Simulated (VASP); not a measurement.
# Cr (Pm-3m) in VASP: notebook

Cr is run at these levels: PBEsol; tasks: single point, relaxation of cell and atoms.

All numbers are computed with VASP 6.6.1; they aren't measurements. Logs are shortened: lines on timing, memory, paths and dates and some standing lists are left out, and cuts for length are marked.

## Step 1: The cell of the first run

Symmetry: Pm-3m, No. 221, cubic system. The conventional cell has a = 2.368 Å, b = 2.368 Å, c = 2.368 Å, α = 90.00°, β = 90.00°, γ = 90.00°. Within 3.1 Å of Cr (site symmetry m-3m) lie 6 Cr at 2.37 Å.

## Step 2: Single point, PBEsol, collinear spin, antiferromagnetic start (volume scaled by 1.08)

File INCAR:

```
ALGO = Normal
EDIFF = 1E-6
ENCUT = 520
GGA = PS
ISIF = 2
ISMEAR = -1
ISPIN = 2
LASPH = True
LCHARG = True
LELF = True
LMAXMIX = 4
LORBIT = 11
LREAL = False
LVHAR = True
LWAVE = False
MAGMOM = 1.5 -1.5
NBANDS = 23
NELM = 150
PREC = Accurate
SIGMA = 0.05
```

File KPOINTS:

```
k-points
0
Gamma
  13 13 13
```

File POSCAR:

```
Cr
1.0
    0.0000000000      2.3682248402      2.3682248402
    2.3682248402      0.0000000000      2.3682248402
    2.3682248402      2.3682248402      0.0000000000
Cr
2
Direct
    0.0000000000      0.0000000000      0.0000000000
    0.5000000000      0.5000000000      0.5000000000
```

Potentials or basis: VASP PAW PBE potentials, release 64 (Cr_pv).

On the command line:

```bash
$ cat potpaw_PBE.64/Cr_pv/POTCAR > POTCAR
$ mpirun -np 1 vasp_std > vasp.out
```

OUTCAR:

```text
EDIFF = 1E-6
   ENCUT = 520
   GGA = PS
   ISIF = 2
   ISMEAR = -1
   ISPIN = 2
   LASPH = True
   LORBIT = 11
   LREAL = False
   NELM = 150
   PREC = Accurate

 ion  position               nearest neighbor table
   1  0.000  0.000  0.000-   2 2.37   2 2.37   2 2.37   2 2.37   2 2.37   2 2.37
   2  0.500  0.500  0.500-   1 2.37   1 2.37   1 2.37   1 2.37   1 2.37   1 2.37

  LATTYP: Found a face centered cubic cell.
 ALAT       =     4.7364496804

  Lattice vectors:

 A1 = (   0.0000000000,   2.3682248402,   2.3682248402)
 A2 = (   2.3682248402,   0.0000000000,   2.3682248402)
 A3 = (   2.3682248402,   2.3682248402,   0.0000000000)

Analysis of symmetry for initial positions (statically):
=====================================================================
 Subroutine PRICEL returns following result:

  LATTYP: Found a simple cubic cell.
 ALAT       =     2.3682248402

  Lattice vectors:

 A1 = (  -2.3682248402,   0.0000000000,   0.0000000000)
 A2 = (   0.0000000000,   0.0000000000,   2.3682248402)
 A3 = (   0.0000000000,   2.3682248402,   0.0000000000)

   2 primitive cells build up your supercell.

 Routine SETGRP: Setting up the symmetry group for a
 face centered cubic supercell.

 Subroutine GETGRP returns: Found 48 space group operations
 (whereof 48 operations were pure point group operations)
 out of a pool of 48 trial point group operations.

The static configuration has the point symmetry O_h .

Analysis of symmetry for dynamics (positions and initial velocities):
=====================================================================
 Subroutine PRICEL returns following result:

  LATTYP: Found a simple cubic cell.
 ALAT       =     2.3682248402

  Lattice vectors:

 A1 = (  -2.3682248402,   0.0000000000,   0.0000000000)
 A2 = (   0.0000000000,   0.0000000000,   2.3682248402)
 A3 = (   0.0000000000,   2.3682248402,   0.0000000000)

   2 primitive cells build up your supercell.

 Routine SETGRP: Setting up the symmetry group for a
 face centered cubic supercell.

 Subroutine GETGRP returns: Found 48 space group operations
 (whereof 48 operations were pure point group operations)
 out of a pool of 48 trial point group operations.

The dynamic configuration has the point symmetry O_h .

Analysis of structural, dynamic, and magnetic symmetry:
=====================================================================
 Subroutine PRICEL returns following result:

  LATTYP: Found a simple cubic cell.
 ALAT       =     2.3682248402

  Lattice vectors:

 A1 = (  -2.3682248402,   0.0000000000,   0.0000000000)
 A2 = (   0.0000000000,   0.0000000000,   2.3682248402)
 A3 = (   0.0000000000,   2.3682248402,   0.0000000000)

   2 primitive cells build up your supercell.

 Routine SETGRP: Setting up the symmetry group for a
 face centered cubic supercell.

 Subroutine GETGRP returns: Found 48 space group operations
 (whereof 48 operations were pure point group operations)
 out of a pool of 48 trial point group operations.

The overall configuration has the point symmetry O_h .

 Subroutine INISYM returns: Found 48 space group operations
 (whereof 48 operations are pure point group operations),
 and found     2 'primitive' translations

----------------------------------------------------------------------------------------

                                     Primitive cell

  volume of cell :      13.2822

  direct lattice vectors                    reciprocal lattice vectors
    -2.368224840  0.000000000  0.000000000    -0.422257204  0.000000000  0.000000000
     0.000000000  0.000000000  2.368224840     0.000000000  0.000000000  0.422257204
     0.000000000  2.368224840  0.000000000     0.000000000  0.422257204  0.000000000

  length of vectors
     2.368224840  2.368224840  2.368224840     0.422257204  0.422257204  0.422257204

  position of ions in fractional coordinates (direct lattice)
     0.000000000  0.000000000  0.000000000

  ion indices of the primitive-cell ions
   primitive index   ion index
                 1           1

----------------------------------------------------------------------------------------

 KPOINTS: k-points

Automatic generation of k-mesh.
 Grid dimensions read from file:
 generate k-points for:   13   13   13

 Generating k-lattice:

  Cartesian coordinates                     Fractional coordinates (reciprocal lattice)
    -0.016240662  0.016240662  0.016240662     0.076923077  0.000000000  0.000000000
     0.016240662 -0.016240662  0.016240662     0.000000000  0.076923077  0.000000000
     0.016240662  0.016240662 -0.016240662     0.000000000  0.000000000  0.076923077

  Length of vectors
     0.028129651  0.028129651  0.028129651

  Shift w.r.t. Gamma in fractional coordinates (k-lattice)
     0.000000000  0.000000000  0.000000000

 Subroutine IBZKPT returns following result:
 ===========================================

 Found     84 irreducible k-points:

 Following reciprocal coordinates:
            Coordinates               Weight
  0.000000  0.000000  0.000000      1.000000
  0.076923  0.000000  0.000000      8.000000
  0.153846  0.000000  0.000000      8.000000
  0.230769  0.000000  0.000000      8.000000
  0.307692  0.000000  0.000000      8.000000
  0.384615  0.000000  0.000000      8.000000
[... 16 lines left out ...]
  0.384615  0.153846  0.000000     24.000000
  0.461538  0.153846  0.000000     24.000000
 [... further k-points ...]
   k-points           NKPTS =     84   k-points in BZ     NKDIM =     84   number of bands    NBANDS=     23
   number of dos      NEDOS =    301   number of ions     NIONS =      2
   total plane-waves  NPLWV =  21952
   dimension x,y,z NGX =    28 NGY =   28 NGZ =   28
   dimension x,y,z NGXF=    56 NGYF=   56 NGZF=   56
   ions per type =               2
   NGX,Y,Z   is equivalent  to a cutoff of  13.90, 13.90, 13.90 a.u.
   NGXF,Y,Z  is equivalent  to a cutoff of  27.80, 27.80, 27.80 a.u.
 SYSTEM =  unknown system
   PREC   = accura    normal or accurate (medium, high low for compatibility)
   ISTART =      0    job   : 0-new  1-cont  2-samecut
   ICHARG =      2    charge: 1-file 2-atom 10-const
   ISPIN  =      2    spin polarized calculation?
   LNONCOLLINEAR =      F non collinear calculations
   LSORBIT =      F    spin-orbit coupling
   LASPH  =      T    aspherical Exc in radial PAW
[... 26 lines left out ...]
   LORBIT       =     11    0 simple, 1 ext, 2 COOP (PROOUT), +10 PAW based schemes
   GGA     = PS    functional components
   LHFCALC =     F    Hartree Fock is set to
   AEXX    =    0.0000 exact exchange contribution
   IVDW    =     0    specifies the selected vdW correction
   LEPSILON=     F    determine dielectric tensor
   LRPA    =     F    only Hartree local field effects (RPA)
 spin polarized calculation
  energy-cutoff  :      520.00
  volume of cell :       26.56
 maximum number of plane-waves:       725
 NGX is ok and might be reduce to    28
   NGX = 13   NGY = 13   NGZ = 13

 number of electron      23.9999995 magnetization       0.0000000

 number of electron      23.9999995 magnetization      -0.0000000

 Free energy of the ion-electron system (eV)
  ---------------------------------------------------
  ext. energy  EPLUGINS =         0.00000000
  ---------------------------------------------------
  free energy    TOTEN  =       -18.28846390 eV

  energy without entropy =      -18.26213368  energy(sigma->0) =      -18.27529879

 E-fermi :   9.0069     XC(G=0): -12.8891

 val. band max:        9.0004509241   @ k =  -0.3846   0.3846   0.0769
 cond. band min:       9.0096906313   @ k =  -0.3077   0.2308   0.0769
 fundamental gap:      0.0092397071
 Fermi energy:         9.0068996491

 spin component 1

 k-point     1 :       0.0000    0.0000    0.0000
  band No.  band energies     occupation
      1     -34.2755      1.00000
      2     -34.2755      1.00000
      3     -34.2755      1.00000
      4     -32.8504      1.00000
      5     -32.8504      1.00000
      6     -32.8504      1.00000
[... 15 lines left out ...]
     22      22.5325      0.00000
     23      22.5325      0.00000

 k-point     2 :       0.0769    0.0000    0.0000
  band No.  band energies     occupation
      1     -34.2739      1.00000
      2     -34.2718      1.00000
      3     -34.2718      1.00000
      4     -32.8588      1.00000
      5     -32.8561      1.00000
      6     -32.8561      1.00000
[... 15 lines left out ...]
     22      22.5637      0.00000
     23      22.5637      0.00000

 k-point     3 :       0.1538    0.0000    0.0000
  band No.  band energies     occupation
      1     -34.2695      1.00000
      2     -34.2612      1.00000
      3     -34.2612      1.00000
      4     -32.8820      1.00000
      5     -32.8720      1.00000
      6     -32.8720      1.00000
[... 15 lines left out ...]
     22      22.6409      0.00000
     23      22.6409      0.00000
[... 495 lines left out ...]
 k-point    23 :       0.3846    0.1538    0.0000
  band No.  band energies     occupation
      1     -34.2851      1.00000
      2     -34.2705      1.00000
      3     -34.2332      1.00000
      4     -32.9609      1.00000
      5     -32.8937      1.00000
      6     -32.8834      1.00000
[... 15 lines left out ...]
     22      20.7260      0.00000
     23      22.4079      0.00000

 k-point    24 :       0.4615    0.1538    0.0000
  band No.  band energies     occupation
      1     -34.2785      1.00000
      2     -34.2500      1.00000
      3     -34.2499      1.00000
      4     -32.9483      1.00000
      5     -32.9174      1.00000
      6     -32.9094      1.00000
[... 15 lines left out ...]
     22      20.0713      0.00000
     23      22.8009      0.00000

 [... further k-points ...]

 spin component 2

 k-point     1 :       0.0000    0.0000    0.0000
  band No.  band energies     occupation
      1     -34.2755      1.00000
      2     -34.2755      1.00000
      3     -34.2755      1.00000
      4     -32.8504      1.00000
      5     -32.8504      1.00000
      6     -32.8504      1.00000
[... 15 lines left out ...]
     22      22.5325      0.00000
     23      22.5325      0.00000

 k-point     2 :       0.0769    0.0000    0.0000
  band No.  band energies     occupation
      1     -34.2739      1.00000
      2     -34.2718      1.00000
      3     -34.2718      1.00000
      4     -32.8588      1.00000
      5     -32.8561      1.00000
      6     -32.8561      1.00000
[... 15 lines left out ...]
     22      22.5637      0.00000
     23      22.5637      0.00000

 k-point     3 :       0.1538    0.0000    0.0000
  band No.  band energies     occupation
      1     -34.2695      1.00000
      2     -34.2612      1.00000
      3     -34.2612      1.00000
      4     -32.8820      1.00000
      5     -32.8720      1.00000
      6     -32.8720      1.00000
[... 15 lines left out ...]
     22      22.6409      0.00000
     23      22.6409      0.00000
[... 495 lines left out ...]
 k-point    23 :       0.3846    0.1538    0.0000
  band No.  band energies     occupation
      1     -34.2851      1.00000
      2     -34.2705      1.00000
      3     -34.2332      1.00000
      4     -32.9609      1.00000
      5     -32.8937      1.00000
      6     -32.8834      1.00000
[... 15 lines left out ...]
     22      20.7260      0.00000
     23      22.4079      0.00000

 k-point    24 :       0.4615    0.1538    0.0000
  band No.  band energies     occupation
      1     -34.2785      1.00000
      2     -34.2500      1.00000
      3     -34.2499      1.00000
      4     -32.9483      1.00000
      5     -32.9174      1.00000
      6     -32.9094      1.00000
[... 15 lines left out ...]
     22      20.0713      0.00000
     23      22.8009      0.00000

 [... further k-points ...]
[... 5 lines left out ...]
  --------------------------------------------------------------------------------------
  -------------------------------------------------------------------------------------
  Total       -1.5133284     -1.5133284     -1.5133284      0.0000000      0.0000000     -0.0000000
  in kB      -91.2735587    -91.2735587    -91.2735587      0.0000000      0.0000000     -0.0000000
  external PRESSURE =     -91.2735587 kB  Pullay stress =       0.0000000 kB

 VOLUME and BASIS-vectors are now :
 -----------------------------------------------------------------------------
  energy-cutoff  :      520.00
  volume of cell :       26.56
      direct lattice vectors                 reciprocal lattice vectors
     0.000000000  2.368224840  2.368224840    -0.211128602  0.211128602  0.211128602
     2.368224840  0.000000000  2.368224840     0.211128602 -0.211128602  0.211128602
     2.368224840  2.368224840  0.000000000     0.211128602  0.211128602 -0.211128602

 POSITION                                       TOTAL-FORCE (eV/Angst)
 -----------------------------------------------------------------------------------
      0.00000      0.00000      0.00000        -0.000000      0.000000     -0.000000
      2.36822      2.36822      2.36822         0.000000      0.000000      0.000000
 -----------------------------------------------------------------------------------
    total drift:                                0.000000      0.000000      0.000000

  FREE ENERGIE OF THE ION-ELECTRON SYSTEM (eV)
  ---------------------------------------------------
  free  energy   TOTEN  =       -18.2884638994 eV

  energy  without entropy=      -18.2621336752  energy(sigma->0) =      -18.27529879

 total charge

# of ion       s       p       d       tot
------------------------------------------
    1        0.424   6.270   4.320  11.015
    2        0.424   6.270   4.320  11.015
--------------------------------------------------
tot          0.849  12.541   8.640  22.029

 magnetization (x)

# of ion       s       p       d       tot
------------------------------------------
    1        0.019  -0.010   1.237   1.245
    2       -0.019   0.010  -1.237  -1.245
--------------------------------------------------
tot          0.000   0.000  -0.000  -0.000
```

Run time: 4.8 min. Hardware: 1 thread of Intel Xeon 8259CL, shared host; peak memory 0.22 GiB.

What came out:

* Free energy: -18.2885 eV
* Pressure: -9.1 GPa
* Band gap on the k mesh: zero (filled and empty bands overlap)
* Net moment: 0.00 μB per cell
* Site moments: Cr +1.25, -1.25 μB
* Valence electrons inside the program's atomic spheres: Cr 11.02

Levels at points of the mesh, in eV from the Fermi level:
Spin up:
```csv
k point,band 10,band 11,band 12,band 13,band 14,band 15
"(0.00, 0.00, 0.00)",-2.72,-2.72,-2.72,2.57,2.57,2.57
```
Spin down:
```csv
k point,band 10,band 11,band 12,band 13,band 14,band 15
"(0.00, 0.00, 0.00)",-2.72,-2.72,-2.72,2.57,2.57,2.57
```

Caveat: the cell differs from its parent crystal (volume scaled by 1.08); the PAW data sets were made with another functional, which shifts forces and pressure a little.

## Step 3: Relaxation of cell and atoms, PBEsol, collinear spin, antiferromagnetic start

This run uses another cell than the first one, of 12.95 Å³/atom, 0.975 times its volume.

File INCAR:

```
SYSTEM = Cr
PREC     = Accurate       ! precision mode
ENCUT    = 600            ! plane-wave cutoff, eV
EDIFF    = 1E-7           ! SCF threshold, eV
ISMEAR   = -1             ! smearing method
SIGMA    = 0.05           ! smearing width, eV
LREAL    = .FALSE.        ! projectors in reciprocal space
LASPH    = .TRUE.         ! aspherical terms in the spheres
NELM     = 150            ! most SCF steps
ALGO     = Normal         ! electronic algorithm
ISIF     = 3              ! what is computed and relaxed
LWAVE    = .FALSE.        ! write WAVECAR
LCHARG   = .FALSE.        ! write CHGCAR
ISPIN    = 2              ! spin polarisation
MAGMOM   = 1.5 -1.5       ! initial moments
LORBIT   = 11             ! projections on sites
LMAXMIX  = 4              ! l up to which the mixer works
GGA      = PS             ! functional
IBRION   = 2              ! ionic algorithm
NSW      = 80             ! ionic steps
EDIFFG   = -0.01          ! ionic threshold
```

File KPOINTS:

```
Automatic mesh
0
G
  12 12 12
  0 0 0
```

File POSCAR:

```
Cr
1.0
    0.0000000000      2.3484326893      2.3484326893
    2.3484326893      0.0000000000      2.3484326893
    2.3484326893      2.3484326893      0.0000000000
Cr
2
Direct
    0.0000000000      0.0000000000      0.0000000000
    0.5000000000      0.5000000000      0.5000000000
```

Potentials or basis: VASP PAW PBE potentials, release 64 (Cr_pv).

On the command line:

```bash
$ cat potpaw_PBE.64/Cr_pv/POTCAR > POTCAR
$ mpirun -np 1 vasp_std > vasp.out
```

Wall time 8.7 min (1 thread of Intel Xeon 8259CL, shared host); peak memory 0.22 GiB.

The run converged. Its results:

```
Free energy                                           : -18.3756 eV
Relaxed volume                                        : 12.28 Å³/atom
Relaxed cell                                          : a = 3.263 Å, b = 3.263 Å, c = 3.263 Å, α = 60.00°, β = 60.00°, γ = 60.00°
Space group after relaxing (to 0.05 Å)                : Pm-3m (No. 221)
Energy gained by relaxing                             : 21.9 meV/atom
Ionic steps                                           : 4
Pressure after relaxing                               : 0.1 GPa
Band gap on the k mesh                                : zero (filled and empty bands overlap)
Net moment                                            : 0.00 μB per cell
Valence electrons inside the program's atomic spheres : Cr 11.16
```

The path:
```
step  energy change (eV)  largest force (eV/Å)  pressure (GPa)  volume (Å³)
   1              0.0000                0.0000           -9.87        25.90
   2              0.0276                0.0000           15.70        23.03
   3             -0.0437                0.0000           -0.14        24.58
   4             -0.0437                0.0000            0.08        24.56
```

Final structure:
```
Cr
1.0
     0.00000    2.30699    2.30699
     2.30699    0.00000    2.30699
     2.30699    2.30699    0.00000
Cr
2
Direct
  0.00000 0.00000 0.00000
  0.50000 0.50000 0.50000
```

Levels at points of the mesh, in eV from the Fermi level:
Spin up:
```tsv
k point	band 9	band 10	band 11	band 12	band 13	band 14	band 15	band 16
(0.00, 0.00, 0.00)	-3.35	-3.14	-3.14	-3.14	2.59	2.59	2.59	4.10
(0.50, 0.00, 0.00)	-0.93	-0.93	-0.93	-0.93	0.44	0.44	0.44	0.44
(0.50, 0.50, 0.00)	-2.54	-1.74	-0.69	0.50	0.50	0.95	0.95	2.78
```
Spin down:
| k point | band 10 | band 11 | band 12 | band 13 | band 14 | band 15 |
| --- | --- | --- | --- | --- | --- | --- |
| (0.00, 0.00, 0.00) | -3.14 | -3.14 | -3.14 | 2.59 | 2.59 | 2.59 |
| (0.50, 0.00, 0.00) | -0.93 | -0.93 | -0.93 | 0.44 | 0.44 | 0.44 |
| (0.50, 0.50, 0.00) | -1.74 | -0.69 | 0.50 | 0.50 | 0.95 | 0.95 |

Caveat: the starting moments collapsed, and a magnetic state may lie lower; the PAW data sets were made with another functional, which shifts forces and pressure a little.

## Step 4: Single point, PBEsol, collinear spin, antiferromagnetic start

This run uses another cell than the first one, of 12.30 Å³/atom, 0.926 times its volume.

File INCAR:

```
  PREC = Accurate
  ENCUT = 520
  EDIFF = 1E-6
  ISMEAR = -1
  SIGMA = 0.05
  LREAL = False
  LASPH = True
  NELM = 150
  ALGO = Normal
  ISIF = 2
  LWAVE = False
  LCHARG = False
  ISPIN = 2
  MAGMOM = 1.5 -1.5
  LORBIT = 11
  LMAXMIX = 4
  GGA = PS
  NBANDS = 23
```

File KPOINTS:

```
Automatic mesh
0
Gamma
  19 19 19
```

File POSCAR:

```
Cr
1.0
    0.0000000000      2.3082438136      2.3082438136
    2.3082438136      0.0000000000      2.3082438136
    2.3082438136      2.3082438136      0.0000000000
Cr
2
Direct
    0.0000000000      0.0000000000      0.0000000000
    0.5000000000      0.5000000000      0.5000000000
```

On the command line:

```bash
$ cat potpaw_PBE.64/Cr_pv/POTCAR > POTCAR
$ mpirun -np 1 vasp_std > vasp.out
```

Wall time 3.9 min (1 thread of Intel Xeon 8259CL, shared host); peak memory 0.28 GiB.

It converged, with:

| Property | Result |
| --- | --- |
| Free energy | -18.3765 eV |
| Pressure | -0.2 GPa |
| Band gap on the k mesh | zero (filled and empty bands overlap) |
| Net moment | 0.00 μB per cell |
| Valence electrons inside the program's atomic spheres | Cr 11.16 |

Levels at points of the mesh, in eV from the Fermi level:
Spin up:
```tsv
k point	band 8	band 9	band 10	band 11	band 12	band 13	band 14	band 15	band 16	band 17
(0.00, 0.00, 0.00)	-3.33	-3.33	-3.13	-3.13	-3.13	2.59	2.59	2.59	4.10	4.10
```
Spin down:
| k point | band 9 | band 10 | band 11 | band 12 | band 13 | band 14 | band 15 | band 16 |
| --- | --- | --- | --- | --- | --- | --- | --- | --- |
| (0.00, 0.00, 0.00) | -3.33 | -3.13 | -3.13 | -3.13 | 2.59 | 2.59 | 2.59 | 4.10 |

Caveat: the starting moments collapsed, and a magnetic state may lie lower; the PAW data sets were made with another functional, which shifts forces and pressure a little.
